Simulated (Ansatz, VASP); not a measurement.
**One calculation of CaO, two programs**

```xyz
2
Lattice="0.0000 2.7110 2.7110 2.7110 0.0000 2.7110 2.7110 2.7110 0.0000" Properties=species:S:1:pos:R:3 pbc="T T T"
Ca    0.0000    0.0000    0.0000
O     1.3555    1.3555    1.3555
```

Change from the starting cell: hydrostatic strain +4.0%.

Alike in both runs: task single point; functional r2SCAN; k mesh 8 × 8 × 8; no spin polarisation.

```csv
,VASP,Ansatz
version,VASP 6.6.1,Ansatz 0.2.0
potentials or method,"VASP PAW PBE potentials, release 64 (Ca_sv, O)","plane waves, PAW"
plane-wave cutoff (eV),520,500
occupations,"gaussian, width 0.01 eV",fixed
valence electrons in the cell,16,16
```

Ansatz gave:

* gap on the k mesh at the Fermi level (eV): 3.35
* pressure (GPa): -7.7

Which values does VASP return?

gap on the k mesh at the Fermi level (eV): 3.33; pressure (GPa): -7.1.

VASP's potentials were made for PBE, not for r2SCAN.
